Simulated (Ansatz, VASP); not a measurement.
## Li2S: VASP beside Ansatz

File INCAR:

```
  PREC = Accurate
  ENCUT = 750
  EDIFF = 1E-6
  ISMEAR = -1
  SIGMA = 0.02
  LREAL = F
  LASPH = T
  NELM = 120
  ALGO = Normal
  ISIF = 2
  LWAVE = F
  LCHARG = T
  GGA = CA
  LELF = T
  LVHAR = T
  NBANDS = 13
  GGA_COMPAT = F
```

The input KPOINTS:

```
regular mesh
0
Gamma
  7 7 7
```

Contents of POSCAR:

```
Li2S
1.0
    0.0000000000      2.9099749952      2.9099749952
    2.9099749952      0.0000000000      2.9099749952
    2.9099749952      2.9099749952      0.0000000000
Li S
2 1
Direct
    0.2500000000      0.2500000000      0.2500000000
    0.7500000000      0.7500000000      0.7500000000
    0.0000000000      0.0000000000      0.0000000000
```

Input for Ansatz:

```yaml
crystal:
  lattice:
    - [0.0, 2.9099749952, 2.9099749952]
    - [2.9099749952, 0.0, 2.9099749952]
    - [2.9099749952, 2.9099749952, 0.0]
  atoms:
    - { symbol: Li, position: [0.25, 0.25, 0.25] }
    - { symbol: Li, position: [0.75, 0.75, 0.75] }
    - { symbol: S, position: [0.0, 0.0, 0.0] }
kpoints:
  mp_grid: { grid: [7, 7, 7] }
  band_path:
    path:
      - [0.0, 0.0, 0.0]
      - [0.5, 0.0, 0.5]
      - [0.625, 0.25, 0.625]
      - [0.375, 0.375, 0.75]
      - [0.0, 0.0, 0.0]
      - [0.5, 0.5, 0.5]
      - [0.5, 0.25, 0.75]
      - [0.5, 0.0, 0.5]
    npoints: 5
scf:
  occupations: { method: fermi_dirac, width: 0.02 }
hamiltonian:
  xc: lda
  pseudopotentials: { kind: all_electron, lapw: { basis_error: 0.001 } }
output:
  forces: true
  stress: true
  eigenvalues: true
```

Change from the starting cell: volume scaled by 1.06.

Alike in both runs: task single point; functional LDA; k mesh 7 × 7 × 7; occupations fermi-dirac, width 0.02 eV; no spin polarisation.

```csv
,VASP,Ansatz
version,VASP 6.6.1,Ansatz 0.2.0
potentials or method,"VASP PAW LDA potentials, release 64 (Li_sv, S), cutoff 750 eV","all-electron LAPW, scalar-relativistic"
```

|  | VASP | Ansatz | Ansatz less VASP |
| --- | --- | --- | --- |
| gap on the k mesh at the Fermi level (eV) | 3.34 | 3.34 | 0.000 |
| pressure (GPa) | -4.8 | -4.7 | +0.11 |

LDA's correlation is that of Perdew and Zunger in VASP and of Perdew and Wang (1992) in Ansatz. Ansatz ran all-electron here, and VASP with PAW potentials.
